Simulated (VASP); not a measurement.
# NaCl (Fm-3m) in VASP: notebook, part 2 of 2

VASP 6.6.1. The steps go on from the part before.

## 3. Single point, PBEsol

This run uses another cell than the first one, of 14.36 Å³/atom.

INCAR

```
SYSTEM = NaCl
PREC     = Accurate       ! precision mode
ENCUT    = 520            ! plane-wave cutoff, eV
EDIFF    = 1E-6           ! SCF threshold, eV
ISMEAR   = -1             ! smearing method
SIGMA    = 0.05           ! smearing width, eV
LREAL    = .False.        ! projectors in reciprocal space
LASPH    = .True.         ! aspherical terms in the spheres
NELM     = 80             ! most SCF steps
ALGO     = Normal         ! electronic algorithm
ISIF     = 2              ! what is computed and relaxed
LWAVE    = .False.        ! write WAVECAR
LCHARG   = .False.        ! write CHGCAR
GGA      = PS             ! functional
NBANDS   = 14             ! bands
```

KPOINTS

```
regular mesh
0
Gamma
  8 8 8
  0 0 0
```

POSCAR

```
NaCl
1.0
    0.0000000000      2.4306572618      2.4306572618
    2.4306572618      0.0000000000      2.4306572618
    2.4306572618      2.4306572618      0.0000000000
Cl Na
1 1
Direct
    0.5000000000      0.5000000000      0.5000000000
    0.0000000000      0.0000000000      0.0000000000
```

Potentials or basis: VASP PAW PBE potentials, release 64 (Cl, Na_pv).

Launch:

```
$ cat potpaw_PBE.64/Cl/POTCAR potpaw_PBE.64/Na_pv/POTCAR > POTCAR
$ mpirun -np 1 vasp_std > vasp.out
```

OUTCAR:

```text
SYSTEM = NaCl
   PREC = Accurate
   ENCUT = 520
   EDIFF = 1E-6
   ISMEAR = -1
   LREAL = .False.
   LASPH = .True.
   NELM = 80
   ISIF = 2
   GGA = PS

 ion  position               nearest neighbor table
   1  0.500  0.500  0.500-   2 2.43   2 2.43   2 2.43   2 2.43   2 2.43   2 2.43
   2  0.000  0.000  0.000-   1 2.43   1 2.43   1 2.43   1 2.43   1 2.43   1 2.43

  LATTYP: Found a face centered cubic cell.
 ALAT       =     4.8613145236

  Lattice vectors:

[... 593 lines left out ...]
 [... further k-points ...]

------------------------ aborting loop because EDIFF is reached ----------------------------------------

  FORCE on cell =-STRESS in cart. coord.  units (eV):
  Direction    XX          YY          ZZ          XY          YZ          ZX
  --------------------------------------------------------------------------------------
  -------------------------------------------------------------------------------------
  Total        5.4625391      5.4625391      5.4625391      0.0000000     -0.0000000      0.0000000
  in kB      304.7221125    304.7221125    304.7221125      0.0000000     -0.0000000      0.0000000
  external PRESSURE =     304.7221125 kB  Pullay stress =       0.0000000 kB

 VOLUME and BASIS-vectors are now :
 -----------------------------------------------------------------------------
  energy-cutoff  :      520.00
  volume of cell :       28.72
      direct lattice vectors                 reciprocal lattice vectors
     0.000000000  2.430657262  2.430657262    -0.205705678  0.205705678  0.205705678
     2.430657262  0.000000000  2.430657262     0.205705678 -0.205705678  0.205705678
     2.430657262  2.430657262  0.000000000     0.205705678  0.205705678 -0.205705678

 POSITION                                       TOTAL-FORCE (eV/Angst)
 -----------------------------------------------------------------------------------
      2.43066      2.43066      2.43066        -0.000000     -0.000000      0.000000
      0.00000      0.00000      0.00000         0.000000      0.000000     -0.000000
 -----------------------------------------------------------------------------------
    total drift:                                0.000000      0.000000      0.000000

  FREE ENERGIE OF THE ION-ELECTRON SYSTEM (eV)
  ---------------------------------------------------
  free  energy   TOTEN  =        -6.0272027238 eV

  energy  without entropy=       -6.0272027238  energy(sigma->0) =       -6.02720272
```

OSZICAR:

```text
N       E                     dE             d eps       ncg     rms          rms(c)
DAV:   1     0.102798199961E+03    0.10280E+03   -0.72790E+03   818   0.114E+03
DAV:   2    -0.102984580940E+00   -0.10290E+03   -0.94235E+02   898   0.304E+02
DAV:   3    -0.613180031624E+01   -0.60288E+01   -0.59984E+01  1052   0.671E+01
DAV:   4    -0.620686199183E+01   -0.75062E-01   -0.75036E-01   914   0.762E+00
DAV:   5    -0.620820712003E+01   -0.13451E-02   -0.13451E-02  1046   0.108E+00    0.275E+00
DAV:   6    -0.604833700749E+01    0.15987E+00   -0.19827E-01  1102   0.461E+00    0.196E+00
DAV:   7    -0.602685028566E+01    0.21487E-01   -0.71653E-02  1186   0.239E+00    0.119E+00
DAV:   8    -0.602727707561E+01   -0.42679E-03   -0.47135E-03   908   0.781E-01    0.267E-01
DAV:   9    -0.602719060973E+01    0.86466E-04   -0.16425E-04  1028   0.179E-01    0.615E-02
DAV:  10    -0.602720219856E+01   -0.11589E-04   -0.27897E-05   968   0.935E-02    0.101E-02
DAV:  11    -0.602720272379E+01   -0.52523E-06   -0.40802E-06  1028   0.243E-02
   1 F= -.60272027E+01 E0= -.60272027E+01  d E =-.424348E-10
```

stdout:

```text
POSCAR found type information on POSCAR ClNa
 POSCAR found :  2 types and       2 ions
 scaLAPACK will be used
 -----------------------------------------------------------------------------
|                                                                             |
|                                                                             |
|     You enforced a specific xc type in the INCAR file but a different       |
|     I HOPE YOU KNOW WHAT YOU ARE DOING!                                     |
|                                                                             |
 -----------------------------------------------------------------------------

 LDA part: xc-table for (Slater+PW92), standard interpolation
 POSCAR, INCAR and KPOINTS ok, starting setup
 FFT: planning ... GRIDC
 FFT: planning ... GRID_SOFT
 FFT: planning ... GRID
 WAVECAR not read
 entering main loop
```

Run time: 15 s. Hardware: 1 thread of Intel Xeon 8259CL, shared host; peak memory 0.15 GiB.

Results:

| Item | Value |
| --- | --- |
| Free energy | -6.0272 eV |
| Pressure | 30.5 GPa |
| Band gap on the k mesh | 6.92 eV (least direct gap 7.27 eV) |

Caveat: the cell stands under pressure; the PAW data sets were made with another functional, which shifts forces and pressure a little. A k mesh can miss the band edges.

## 4. Single point, PBEsol

This run uses another cell than the first one, of 15.59 Å³/atom.

INCAR

```
PREC = Accurate
ENCUT = 520
EDIFF = 1E-7
ISMEAR = -1
SIGMA = 0.05
LREAL = F
LASPH = T
NELM = 60
ALGO = Normal
ISIF = 2
LWAVE = F
LCHARG = T
GGA = PS
LELF = T
LVHAR = T
NBANDS = 14
```

KPOINTS

```
Automatic mesh
0
Gamma
  8 8 8
```

POSCAR

```
NaCl
1.0
    0.0000000000      2.4979833508      2.4979833508
    2.4979833508      0.0000000000      2.4979833508
    2.4979833508      2.4979833508      0.0000000000
Cl Na
1 1
Direct
    0.5000000000      0.5000000000      0.5000000000
    0.0000000000      0.0000000000      0.0000000000
```

Launch:

```
$ cat potpaw_PBE.64/Cl/POTCAR potpaw_PBE.64/Na_pv/POTCAR > POTCAR
$ mpirun -np 1 vasp_std > vasp.out
```

Run time: 18 s. Hardware: 1 thread of Intel Xeon 8259CL, shared host; peak memory 0.15 GiB.

Results (log left out):

```
Free energy            : -6.4112 eV
Pressure               : 20.2 GPa
Band gap on the k mesh : 6.71 eV
```

Levels at points of the mesh, in eV from the valence-band top:
```
           k point  band 4  band 5  band 6  band 7  band 8  band 9  band 10  band 11
(0.00, 0.00, 0.00)  -13.84    0.00    0.00    0.00    6.71   11.10    11.10    11.10
(0.50, 0.00, 0.00)  -12.86   -3.41   -0.57   -0.57    7.57   11.59    11.59    13.71
(0.50, 0.50, 0.00)  -12.84   -2.93   -1.07   -1.07    7.20    8.39    14.04    16.49
```

Caveat: the cell stands under pressure; the PAW data sets were made with another functional, which shifts forces and pressure a little. A k mesh can miss the band edges.

## 5. Single point, PBEsol

This run uses another cell than the first one, of 17.52 Å³/atom.

INCAR

```
SYSTEM = NaCl
PREC = Accurate ; ENCUT = 520
EDIFF = 1E-7 ; ISMEAR = -1
SIGMA = 0.05 ; LREAL = .FALSE.
LASPH = .TRUE. ; NELM = 100
ALGO = Normal ; ISIF = 2
LWAVE = .FALSE. ; LCHARG = .FALSE.
GGA = PS ; NBANDS = 14
```

KPOINTS

```
Automatic mesh
0
G
  8 8 8
  0 0 0
```

POSCAR

```
NaCl
1.0
    0.0000000000      2.5973173150      2.5973173150
    2.5973173150      0.0000000000      2.5973173150
    2.5973173150      2.5973173150      0.0000000000
Cl Na
1 1
Direct
    0.5000000000      0.5000000000      0.5000000000
    0.0000000000      0.0000000000      0.0000000000
```

Launch:

```
$ cat potpaw_PBE.64/Cl/POTCAR potpaw_PBE.64/Na_pv/POTCAR > POTCAR
$ mpirun -np 1 vasp_std > vasp.out
```

Wall time 16 s (1 thread of Intel Xeon 8259CL, shared host); peak memory 0.15 GiB.

Results (log left out):

```
Free energy            : -6.7680 eV
Pressure               : 10.1 GPa
Band gap on the k mesh : 6.03 eV
```

Levels at points of the mesh, in eV from the valence-band top:
| k point | band 4 | band 5 | band 6 | band 7 | band 8 | band 9 | band 10 | band 11 |
| --- | --- | --- | --- | --- | --- | --- | --- | --- |
| (0.00, 0.00, 0.00) | -13.37 | 0.00 | 0.00 | 0.00 | 6.03 | 11.13 | 11.13 | 11.13 |
| (0.50, 0.00, 0.00) | -12.66 | -2.87 | -0.45 | -0.45 | 7.44 | 11.39 | 11.39 | 12.62 |
| (0.50, 0.50, 0.00) | -12.61 | -2.48 | -0.90 | -0.90 | 7.51 | 8.09 | 13.02 | 16.11 |

Caveat: the cell stands under pressure; the PAW data sets were made with another functional, which shifts forces and pressure a little.

## 6. Single point, PBEsol

This run uses another cell than the first one, of 19.12 Å³/atom.

INCAR

```
SYSTEM = NaCl
ALGO = Normal ; EDIFF = 1E-7
ENCUT = 520 ; GGA = PS
ISIF = 2 ; ISMEAR = -1
LASPH = .True. ; LCHARG = .False.
LREAL = .False. ; LWAVE = .False.
NBANDS = 14 ; NELM = 60
PREC = Accurate ; SIGMA = 0.05
```

KPOINTS

```
k-points
0
Gamma
  8 8 8
  0 0 0
```

POSCAR

```
NaCl
1.0
    0.0000000000      2.6740596642      2.6740596642
    2.6740596642      0.0000000000      2.6740596642
    2.6740596642      2.6740596642      0.0000000000
Cl Na
1 1
Direct
    0.5000000000      0.5000000000      0.5000000000
    0.0000000000      0.0000000000      0.0000000000
```

Potentials or basis: VASP PAW PBE potentials, release 64 (Cl, Na_pv).

Launch:

```
$ cat potpaw_PBE.64/Cl/POTCAR potpaw_PBE.64/Na_pv/POTCAR > POTCAR
$ mpirun -np 1 vasp_std > vasp.out
```

Run time: 21 s. Hardware: 1 thread of Intel Xeon 8259CL, shared host; peak memory 0.15 GiB.

The run converged. Its results:

- Free energy: -6.9170 eV
- Pressure: 5.1 GPa
- Band gap on the k mesh: 5.59 eV

Levels at points of the mesh, in eV from the valence-band top:
| k point | band 3 | band 4 | band 5 | band 6 | band 7 | band 8 | band 9 | band 10 | band 11 | band 12 |
| --- | --- | --- | --- | --- | --- | --- | --- | --- | --- | --- |
| (0.00, 0.00, 0.00) | -20.41 | -13.07 | 0.00 | 0.00 | 0.00 | 5.59 | 11.11 | 11.11 | 11.11 | 13.56 |
| (0.50, 0.00, 0.00) | -20.41 | -12.52 | -2.52 | -0.38 | -0.38 | 7.32 | 11.21 | 11.21 | 11.83 | 15.90 |
| (0.50, 0.50, 0.00) | -20.43 | -12.47 | -2.18 | -0.78 | -0.78 | 7.68 | 7.87 | 12.31 | 15.82 | 16.09 |

Caveat: the cell stands under pressure; the PAW data sets were made with another functional, which shifts forces and pressure a little.

## 7. Overview

```csv
level,cell,k mesh,gap on the mesh (eV),pressure (GPa)
r2SCAN,"a = 3.951 Å, angles 60.0°, 2 atoms",5 × 5 × 5,6.04,0.1
PBEsol,"a = 3.437 Å, angles 60.0°, 2 atoms",8 × 8 × 8,6.92,30.5
PBEsol,"a = 3.533 Å, angles 60.0°, 2 atoms",8 × 8 × 8,6.71,20.2
PBEsol,"a = 3.673 Å, angles 60.0°, 2 atoms",8 × 8 × 8,6.03,10.1
PBEsol,"a = 3.782 Å, angles 60.0°, 2 atoms",8 × 8 × 8,5.59,5.1
```

Alike in all rows: task single point; potentials or basis VASP PAW PBE potentials, release 64 (Cl, Na_pv); no spin polarisation; cutoff (eV) 520; smearing fermi-dirac 0.05 eV.

Caveats: the PAW data sets were made with another functional, which shifts forces and pressure a little; the cell stands under pressure (at least some runs).

Absolute energies hang on the potentials; compare differences alone.
